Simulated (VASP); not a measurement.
# NiO (Fm-3m) in VASP: notebook

The runs below take NiO through single point, with PBE+U.

Program: VASP 6.6.1. These are calculated values, not measurements. Logs are shortened: lines on timing, memory, paths and dates and some standing lists are left out, and cuts for length are marked.

**1. The cell of the first run**

Symmetry: Fm-3m, No. 225, cubic system. Conventional cell: a = 4.183 Å, b = 4.183 Å, c = 4.183 Å, α = 90.00°, β = 90.00°, γ = 90.00°. Within 2.8 Å of Ni (site symmetry m-3m) lie 6 O at 2.09 Å. Within 2.8 Å of O (site symmetry m-3m) lie 6 Ni at 2.09 Å.

**2. Single point, PBE+U, collinear spin, antiferromagnetic start**

Contents of INCAR:

```
ALGO     = Normal         # electronic algorithm
EDIFF    = 1E-6           # SCF threshold, eV
ENCUT    = 520            # plane-wave cutoff, eV
GGA      = PE             # functional
ISIF     = 2              # what is computed and relaxed
ISMEAR   = 0              # smearing method
ISPIN    = 2              # spin polarisation
LASPH    = T              # aspherical terms in the spheres
LCHARG   = F              # write CHGCAR
LDAU     = T              # DFT+U
LDAUJ    = 0 0          
LDAUL    = 2 -1           # shell
LDAUPRINT= 1            
LDAUTYPE = 2            
LDAUU    = 7 0            # U, eV
LMAXMIX  = 4              # l up to which the mixer works
LORBIT   = 11             # projections on sites
LREAL    = F              # projectors in reciprocal space
LWAVE    = F              # write WAVECAR
MAGMOM   = 1.86 -1.86 0 0 # initial moments
NBANDS   = 28             # bands
NELM     = 150            # most SCF steps
PREC     = Accurate       # precision mode
SIGMA    = 0.05           # smearing width, eV
```

Contents of KPOINTS:

```
k-points
0
Gamma
  8 8 8
```

Contents of POSCAR:

```
NiO
1.0
    0.0000000000      2.0913095100      2.0913095100
    2.0913095100      0.0000000000      2.0913095100
    4.1826190200      4.1826190200      0.0000000000
Ni O
2 2
Direct
    0.0000000000      0.0000000000      0.0000000000
    0.0000000000      0.0000000000      0.5000000000
    0.5000000000      0.5000000000      0.2500000000
    0.5000000000      0.5000000000      0.7500000000
```

Potentials or basis: VASP PAW PBE potentials, release 64 (Ni, O).

The run is started by

```bash
cat potpaw_PBE.64/Ni/POTCAR potpaw_PBE.64/O/POTCAR > POTCAR
mpirun -np 1 vasp_std > vasp.out
```

OUTCAR:

```text
EDIFF = 1E-6
   ENCUT = 520
   GGA = PE
   ISIF = 2
   ISMEAR = 0
   ISPIN = 2
   LASPH = T
   LORBIT = 11
   LREAL = F
   NELM = 150
   PREC = Accurate

 ion  position               nearest neighbor table
   1  0.000  0.000  0.000-   4 2.09   3 2.09   4 2.09   3 2.09   4 2.09   3 2.09   2 2.96   2 2.96
                             2 2.96   2 2.96   2 2.96   2 2.96
   2  0.000  0.000  0.500-   3 2.09   3 2.09   4 2.09   3 2.09   4 2.09   4 2.09   1 2.96   1 2.96
                             1 2.96   1 2.96   1 2.96   1 2.96
   3  0.500  0.500  0.250-   1 2.09   1 2.09   2 2.09   1 2.09   2 2.09   2 2.09
   4  0.500  0.500  0.750-   2 2.09   1 2.09   2 2.09   1 2.09   2 2.09   1 2.09

  LATTYP: Found a trigonal (rhomboedric) cell.
 ALAT       =     5.1226411937
 COS(alpha) =     0.8333333333

  Lattice vectors:

 A1 = (   4.1826190200,   2.0913095100,  -2.0913095100)
 A2 = (   2.0913095100,   2.0913095100,  -4.1826190200)
 A3 = (   2.0913095100,   4.1826190200,  -2.0913095100)

Analysis of symmetry for initial positions (statically):
=====================================================================
 Subroutine PRICEL returns following result:

  LATTYP: Found a face centered cubic cell.
 ALAT       =     4.1826190200
[... 12 lines left out ...]
 Subroutine GETGRP returns: Found 12 space group operations
 (whereof 12 operations were pure point group operations)
 out of a pool of 12 trial point group operations.

The static configuration has the point symmetry D_3d.

Analysis of symmetry for dynamics (positions and initial velocities):
=====================================================================
 Subroutine PRICEL returns following result:

  LATTYP: Found a face centered cubic cell.
 ALAT       =     4.1826190200
[... 12 lines left out ...]
 Subroutine GETGRP returns: Found 12 space group operations
 (whereof 12 operations were pure point group operations)
 out of a pool of 12 trial point group operations.

The dynamic configuration has the point symmetry D_3d.

Analysis of structural, dynamic, and magnetic symmetry:
=====================================================================
 Subroutine PRICEL returns following result:

  LATTYP: Found a face centered cubic cell.
 ALAT       =     4.1826190200
[... 12 lines left out ...]
 Subroutine GETGRP returns: Found 12 space group operations
 (whereof 12 operations were pure point group operations)
 out of a pool of 12 trial point group operations.

The overall configuration has the point symmetry D_3d.

 Subroutine INISYM returns: Found 12 space group operations
 (whereof 12 operations are pure point group operations),
 and found     2 'primitive' translations

----------------------------------------------------------------------------------------

                                     Primitive cell

  volume of cell :      18.2930

  direct lattice vectors                    reciprocal lattice vectors
     0.000000000  2.091309510  2.091309510    -0.239084649  0.239084649  0.239084649
     2.091309510  0.000000000  2.091309510     0.239084649 -0.239084649  0.239084649
     2.091309510  2.091309510  0.000000000     0.239084649  0.239084649 -0.239084649

  length of vectors
     2.957558272  2.957558272  2.957558272     0.414106759  0.414106759  0.414106759

  position of ions in fractional coordinates (direct lattice)
     0.000000000  0.000000000  0.000000000
     0.500000000  0.500000000  0.500000000

  ion indices of the primitive-cell ions
   primitive index   ion index
                 1           1
                 2           3

----------------------------------------------------------------------------------------

 KPOINTS: k-points

Automatic generation of k-mesh.
 Grid dimensions read from file:
 generate k-points for:    8    8    8

 Generating k-lattice:

[... 92 lines left out ...]
   AEXX    =    0.0000 exact exchange contribution
   IVDW    =     0    specifies the selected vdW correction
   LEPSILON=     F    determine dielectric tensor
   LRPA    =     F    only Hartree local field effects (RPA)
 spin polarized calculation
 Gauss-broadening in eV      SIGMA  =   0.05
  energy-cutoff  :      520.00
  volume of cell :       36.59
 maximum number of plane-waves:      1017
 NGX is ok and might be reduce to    24
   NGX = 11   NGY = 11   NGZ = 21

 number of electron      32.0000011 magnetization       0.0000000

atom =   1  type =  1  l = 2

 onsite density matrix

spin component  1

  0.9861  0.0000 -0.0000  0.0000 -0.0000
  0.0000  0.9861 -0.0000 -0.0000  0.0000
 -0.0000 -0.0000  1.0367 -0.0000  0.0000
  0.0000 -0.0000 -0.0000  0.9861 -0.0000
 -0.0000  0.0000  0.0000 -0.0000  1.0367

spin component  2

  0.9846 -0.0000  0.0003 -0.0000  0.0000
 -0.0000  0.9846  0.0001  0.0000 -0.0002
  0.0003  0.0001  0.1430  0.0001  0.0000
 -0.0000  0.0000  0.0001  0.9846  0.0002
  0.0000 -0.0002  0.0000  0.0002  0.1430

 occupancies and eigenvectors

  o =  0.1430  v =  0.0000  0.0000  0.0000  0.0000  0.0000  0.0000  0.0003 -0.0131 -0.0003  0.9999      0.0000  0.0000  0.0000  0.0000  0.0000  0.0000  0.0000  0.0000  0.0000  0.0000
  o =  0.1430  v =  0.0000  0.0000  0.0000  0.0000  0.0000  0.0003  0.0002 -0.9999  0.0002 -0.0131      0.0000  0.0000  0.0000  0.0000  0.0000  0.0000  0.0000  0.0000  0.0000  0.0000
  o =  0.9846  v =  0.0000  0.0000  0.0000  0.0000  0.0000  0.3854 -0.4307  0.0002  0.8161  0.0003      0.0000  0.0000  0.0000  0.0000  0.0000  0.0000  0.0000  0.0000  0.0000  0.0000
  o =  0.9846  v =  0.0000  0.0000  0.0000  0.0000  0.0000  0.7198  0.6937  0.0003  0.0261 -0.0002      0.0000  0.0000  0.0000  0.0000  0.0000  0.0000  0.0000  0.0000  0.0000  0.0000
  o =  0.9846  v =  0.0000  0.0000  0.0000  0.0000  0.0000 -0.5774  0.5774 -0.0000  0.5774 -0.0000      0.0000  0.0000  0.0000  0.0000  0.0000  0.0000  0.0000  0.0000  0.0000  0.0000
  o =  0.9861  v = -0.5774  0.5774 -0.0000  0.5774  0.0000  0.0000  0.0000  0.0000  0.0000  0.0000      0.0000  0.0000  0.0000  0.0000  0.0000  0.0000  0.0000  0.0000  0.0000  0.0000
  o =  0.9861  v =  0.8132  0.3431  0.0006  0.4701  0.0001  0.0000  0.0000  0.0000  0.0000  0.0000      0.0000  0.0000  0.0000  0.0000  0.0000  0.0000  0.0000  0.0000  0.0000  0.0000
  o =  0.9861  v = -0.0733 -0.7409 -0.0001  0.6676  0.0006  0.0000  0.0000  0.0000  0.0000  0.0000      0.0000  0.0000  0.0000  0.0000  0.0000  0.0000  0.0000  0.0000  0.0000  0.0000
  o =  1.0367  v = -0.0005 -0.0002  1.0000 -0.0002  0.0000  0.0000  0.0000  0.0000  0.0000  0.0000      0.0000  0.0000  0.0000  0.0000  0.0000  0.0000  0.0000  0.0000  0.0000  0.0000
  o =  1.0367  v =  0.0000  0.0004 -0.0000 -0.0004  1.0000  0.0000  0.0000  0.0000  0.0000  0.0000      0.0000  0.0000  0.0000  0.0000  0.0000  0.0000  0.0000  0.0000  0.0000  0.0000

atom =   2  type =  1  l = 2

 onsite density matrix

spin component  1

  0.9846 -0.0000  0.0003 -0.0000  0.0000
 -0.0000  0.9846  0.0001  0.0000 -0.0002
  0.0003  0.0001  0.1430  0.0001  0.0000
 -0.0000  0.0000  0.0001  0.9846  0.0002
  0.0000 -0.0002  0.0000  0.0002  0.1430

spin component  2

  0.9861  0.0000 -0.0000  0.0000  0.0000
  0.0000  0.9861 -0.0000 -0.0000  0.0000
 -0.0000 -0.0000  1.0367 -0.0000  0.0000
  0.0000 -0.0000 -0.0000  0.9861 -0.0000
  0.0000  0.0000  0.0000 -0.0000  1.0367

 occupancies and eigenvectors

  o =  0.1430  v = -0.0003 -0.0002  1.0000 -0.0002 -0.0027  0.0000  0.0000  0.0000  0.0000  0.0000      0.0000  0.0000  0.0000  0.0000  0.0000  0.0000  0.0000  0.0000  0.0000  0.0000
  o =  0.1430  v = -0.0000  0.0003  0.0027 -0.0003  1.0000  0.0000  0.0000  0.0000  0.0000  0.0000      0.0000  0.0000  0.0000  0.0000  0.0000  0.0000  0.0000  0.0000  0.0000  0.0000
  o =  0.9846  v =  0.0083 -0.7029  0.0000  0.7112  0.0004  0.0000  0.0000  0.0000  0.0000  0.0000      0.0000  0.0000  0.0000  0.0000  0.0000  0.0000  0.0000  0.0000  0.0000  0.0000
  o =  0.9846  v = -0.8165 -0.4154 -0.0004 -0.4010  0.0000  0.0000  0.0000  0.0000  0.0000  0.0000      0.0000  0.0000  0.0000  0.0000  0.0000  0.0000  0.0000  0.0000  0.0000  0.0000
  o =  0.9846  v = -0.5774  0.5774 -0.0000  0.5774 -0.0000  0.0000  0.0000  0.0000  0.0000  0.0000      0.0000  0.0000  0.0000  0.0000  0.0000  0.0000  0.0000  0.0000  0.0000  0.0000
  o =  0.9861  v =  0.0000  0.0000  0.0000  0.0000  0.0000 -0.5774  0.5774 -0.0000  0.5774  0.0000      0.0000  0.0000  0.0000  0.0000  0.0000  0.0000  0.0000  0.0000  0.0000  0.0000
  o =  0.9861  v =  0.0000  0.0000  0.0000  0.0000  0.0000  0.8124  0.3357  0.0006  0.4768  0.0001      0.0000  0.0000  0.0000  0.0000  0.0000  0.0000  0.0000  0.0000  0.0000  0.0000
  o =  0.9861  v =  0.0000  0.0000  0.0000  0.0000  0.0000 -0.0815 -0.7443 -0.0001  0.6628  0.0006      0.0000  0.0000  0.0000  0.0000  0.0000  0.0000  0.0000  0.0000  0.0000  0.0000
  o =  1.0367  v =  0.0000  0.0000  0.0000  0.0000  0.0000  0.0000  0.0004  0.0000 -0.0004  1.0000      0.0000  0.0000  0.0000  0.0000  0.0000  0.0000  0.0000  0.0000  0.0000  0.0000
  o =  1.0367  v =  0.0000  0.0000  0.0000  0.0000  0.0000 -0.0005 -0.0002  1.0000 -0.0002 -0.0000      0.0000  0.0000  0.0000  0.0000  0.0000  0.0000  0.0000  0.0000  0.0000  0.0000

 number of electron      32.0000011 magnetization      -0.0000000

 Free energy of the ion-electron system (eV)
  ---------------------------------------------------
  ext. energy  EPLUGINS =         0.00000000
  ---------------------------------------------------
  free energy    TOTEN  =       -20.25617680 eV

  energy without entropy =      -20.25617680  energy(sigma->0) =      -20.25617680

 E-fermi :   6.4711     XC(G=0): -12.6167

 val. band max:        6.1654422355   @ k =   0.0000   0.0000   0.5000
 cond. band min:       9.6319512184   @ k =   0.0000   0.0000   0.0000
 fundamental gap:      3.4665089829
 Fermi energy:         6.4711029007

 spin component 1

 k-point     1 :       0.0000    0.0000    0.0000
  band No.  band energies     occupation
      1     -11.9636      1.00000
      2     -10.5247      1.00000
      3      -0.8524      1.00000
      4      -0.4079      1.00000
      5      -0.4078      1.00000
      6       1.5450      1.00000
[... 1481 lines left out ...]
     27      24.6427      0.00000
     28      28.1929      0.00000

 [... further k-points ...]

------------------------ aborting loop because EDIFF is reached ----------------------------------------

  FORCE on cell =-STRESS in cart. coord.  units (eV):
  Direction    XX          YY          ZZ          XY          YZ          ZX
  --------------------------------------------------------------------------------------
  -------------------------------------------------------------------------------------
  Total       -0.1425369     -0.1425369     -0.1425369     -0.0138463      0.0138463      0.0138463
  in kB       -6.2419905     -6.2419905     -6.2419905     -0.6063599      0.6063599      0.6063599
  external PRESSURE =      -6.2419905 kB  Pullay stress =       0.0000000 kB

 VOLUME and BASIS-vectors are now :
 -----------------------------------------------------------------------------
  energy-cutoff  :      520.00
  volume of cell :       36.59
      direct lattice vectors                 reciprocal lattice vectors
     0.000000000  2.091309510  2.091309510    -0.239084649  0.239084649  0.239084649
     2.091309510  0.000000000  2.091309510     0.239084649 -0.239084649  0.239084649
     4.182619020  4.182619020  0.000000000     0.119542324  0.119542324 -0.119542324

 POSITION                                       TOTAL-FORCE (eV/Angst)
 -----------------------------------------------------------------------------------
      0.00000      0.00000      0.00000        -0.000000     -0.000000     -0.000000
      2.09131      2.09131      0.00000         0.000000      0.000000     -0.000000
      2.09131      2.09131      2.09131         0.000000      0.000000      0.000000
      4.18262      4.18262      2.09131         0.000000     -0.000000     -0.000000
 -----------------------------------------------------------------------------------
    total drift:                                0.000000     -0.000000     -0.000000

  FREE ENERGIE OF THE ION-ELECTRON SYSTEM (eV)
  ---------------------------------------------------
  free  energy   TOTEN  =       -20.2561767996 eV

  energy  without entropy=      -20.2561767996  energy(sigma->0) =      -20.25617680

 total charge

# of ion       s       p       d       tot
------------------------------------------
    1        0.341   0.421   8.243   9.006
    2        0.341   0.421   8.243   9.006
    3        1.549   3.477   0.000   5.026
    4        1.549   3.477   0.000   5.026
--------------------------------------------------
tot          3.780   7.797  16.486  28.063

 magnetization (x)

# of ion       s       p       d       tot
------------------------------------------
    1       -0.001  -0.004   1.789   1.785
    2        0.001   0.004  -1.789  -1.785
    3        0.000   0.000   0.000   0.000
    4        0.000   0.000   0.000   0.000
--------------------------------------------------
tot          0.000   0.000  -0.000  -0.000
```

Wall time 1.9 min (1 thread of Intel Xeon Platinum 8375C at 2.90GHz (Ice Lake), shared host); peak memory 0.25 GiB.

Results:

```
Free energy                                           : -20.2562 eV
Pressure                                              : -0.6 GPa
Band gap on the k mesh                                : 3.47 eV
Net moment                                            : 0.00 μB per cell
Site moments                                          : Ni +1.78, -1.78; O +0.00 μB
Valence electrons inside the program's atomic spheres : Ni 9.01; O 5.03
```

Stress tensor (GPa, compression positive):
```
-0.62 -0.06  0.06
-0.06 -0.62  0.06
 0.06  0.06 -0.62
```

Levels at points of the mesh, in eV from the valence-band top:
Spin up:
```csv
k point,band 13,band 14,band 15,band 16,band 17,band 18,band 19,band 20
"(0.00, 0.00, 0.00)",-0.71,-0.69,-0.69,-0.68,3.47,4.64,4.64,7.42
"(0.50, 0.00, 0.00)",-2.06,-2.06,-0.64,-0.53,4.83,5.00,7.42,7.94
"(0.00, 0.00, 0.50)",-1.28,-1.28,0.00,0.00,4.52,4.52,6.17,6.29
"(0.50, 0.00, 0.50)",-2.01,-1.74,-1.29,-0.62,4.62,4.63,9.19,9.49
```
Spin down:
```tsv
k point	band 14	band 15	band 16	band 17	band 18	band 19
(0.00, 0.00, 0.00)	-0.69	-0.69	-0.68	3.47	4.64	4.64
(0.50, 0.00, 0.00)	-2.06	-0.64	-0.53	4.83	5.00	7.42
(0.00, 0.00, 0.50)	-1.28	0.00	0.00	4.52	4.52	6.17
(0.50, 0.00, 0.50)	-1.74	-1.29	-0.62	4.62	4.63	9.19
```

Eigenvalues of the final occupation matrices:
| site | spin | trace | eigenvalues |
| --- | --- | --- | --- |
| site 1 d | 1 | 5.03 | 0.99 0.99 0.99 1.04 1.04 |
| site 1 d | 2 | 3.24 | 0.14 0.14 0.98 0.98 0.98 |
| site 2 d | 1 | 3.24 | 0.14 0.14 0.98 0.98 0.98 |
| site 2 d | 2 | 5.03 | 0.99 0.99 0.99 1.04 1.04 |

A k mesh can miss the band edges. The state reached can hang on the start; a lower one may exist.

**3. Single point, PBE+U, collinear spin, zero start**

Contents of INCAR:

```
SYSTEM = NiO
ALGO = Normal
EDIFF = 1E-7
ENCUT = 520
GGA = PE
ISIF = 2
ISMEAR = 0
ISPIN = 2
LASPH = .True.
LCHARG = .False.
LDAU = .True.
LDAUJ = 0 0
LDAUL = 2 -1
LDAUPRINT = 1
LDAUTYPE = 2
LDAUU = 7 0
LMAXMIX = 4
LORBIT = 11
LREAL = .False.
LWAVE = .False.
MAGMOM = 0 0 0 0
NBANDS = 28
NELM = 150
PREC = Accurate
SIGMA = 0.05
```

Contents of KPOINTS:

```
k-points
0
Gamma
  8 8 8
  0 0 0
```

POSCAR is that of step 2.

Potentials or basis: VASP PAW PBE potentials, release 64 (Ni, O).

The run is started by

```bash
cat potpaw_PBE.64/Ni/POTCAR potpaw_PBE.64/O/POTCAR > POTCAR
mpirun -np 1 vasp_std > vasp.out
```

OUTCAR:

```text
SYSTEM = NiO
   EDIFF = 1E-7
   ENCUT = 520
   GGA = PE
   ISIF = 2
   ISMEAR = 0
   ISPIN = 2
   LASPH = .True.
   LORBIT = 11
   LREAL = .False.
   NELM = 150
   PREC = Accurate

 ion  position               nearest neighbor table
   1  0.000  0.000  0.000-   4 2.09   3 2.09   4 2.09   3 2.09   4 2.09   3 2.09   2 2.96   2 2.96
                             2 2.96   2 2.96   2 2.96   2 2.96
   2  0.000  0.000  0.500-   3 2.09   3 2.09   4 2.09   3 2.09   4 2.09   4 2.09   1 2.96   1 2.96
                             1 2.96   1 2.96   1 2.96   1 2.96
   3  0.500  0.500  0.250-   1 2.09   1 2.09   2 2.09   1 2.09   2 2.09   2 2.09
   4  0.500  0.500  0.750-   2 2.09   1 2.09   2 2.09   1 2.09   2 2.09   1 2.09

  LATTYP: Found a trigonal (rhomboedric) cell.
 ALAT       =     5.1226411937
[... 1819 lines left out ...]
     4.182619020  4.182619020  0.000000000     0.119542324  0.119542324 -0.119542324

 POSITION                                       TOTAL-FORCE (eV/Angst)
 -----------------------------------------------------------------------------------
      0.00000      0.00000      0.00000         0.000000      0.000000      0.000000
      2.09131      2.09131      0.00000         0.000000     -0.000000     -0.000000
      2.09131      2.09131      2.09131        -0.000000     -0.000000      0.000000
      4.18262      4.18262      2.09131        -0.000000      0.000000      0.000000
 -----------------------------------------------------------------------------------
    total drift:                                0.000000     -0.000000     -0.000000

  FREE ENERGIE OF THE ION-ELECTRON SYSTEM (eV)
  ---------------------------------------------------
  free  energy   TOTEN  =       -15.1637516757 eV

  energy  without entropy=      -15.1566519060  energy(sigma->0) =      -15.16020179

 total charge

# of ion       s       p       d       tot
------------------------------------------
    1        0.307   0.368   8.548   9.223
    2        0.307   0.368   8.548   9.223
    3        1.576   3.337   0.000   4.913
    4        1.576   3.337   0.000   4.913
--------------------------------------------------
tot          3.765   7.410  17.096  28.272

 magnetization (x)

# of ion       s       p       d       tot
------------------------------------------
    1        0.000  -0.000  -0.000  -0.000
    2        0.000  -0.000  -0.000  -0.000
    3        0.000  -0.000   0.000  -0.000
    4        0.000  -0.000   0.000  -0.000
--------------------------------------------------
tot          0.000  -0.000  -0.000  -0.000
```

It took 87 s on 1 thread of Intel Xeon Platinum 8375C at 2.90GHz (Ice Lake), shared host; peak memory 0.25 GiB.

Results:

```
Free energy                                           : -15.1638 eV
Pressure                                              : -13.3 GPa
Band gap on the k mesh                                : zero (filled and empty bands overlap)
Net moment                                            : 0.00 μB per cell
Valence electrons inside the program's atomic spheres : Ni 9.22; O 4.91
```

Levels at points of the mesh, in eV from the Fermi level:
Spin up:
```tsv
k point	band 14	band 15	band 16	band 17	band 18	band 19
(0.00, 0.00, 0.00)	-2.49	-1.67	-1.67	1.26	1.26	2.21
(0.50, 0.00, 0.00)	-2.49	-1.29	-0.75	1.26	1.26	6.29
(0.00, 0.00, 0.50)	-2.91	0.17	0.17	0.17	0.17	4.82
(0.50, 0.00, 0.50)	-2.69	0.04	0.04	0.07	0.07	8.10
```
Spin down:
```tsv
k point	band 13	band 14	band 15	band 16	band 17	band 18	band 19	band 20
(0.00, 0.00, 0.00)	-2.78	-2.49	-1.67	-1.67	1.26	1.26	2.21	6.29
(0.50, 0.00, 0.00)	-3.04	-2.49	-1.29	-0.75	1.26	1.26	6.29	7.09
(0.00, 0.00, 0.50)	-2.91	-2.91	0.17	0.17	0.17	0.17	4.82	4.82
(0.50, 0.00, 0.50)	-2.69	-2.69	0.04	0.04	0.07	0.07	8.10	8.10
```

Eigenvalues of the final occupation matrices:
```
    site  spin  trace               eigenvalues
site 1 d     1   4.29  0.67 0.67 0.98 0.98 0.98
site 1 d     2   4.29  0.67 0.67 0.98 0.98 0.98
site 2 d     1   4.29  0.67 0.67 0.98 0.98 0.98
site 2 d     2   4.29  0.67 0.67 0.98 0.98 0.98
```

Caveat: the cell stands under tension.
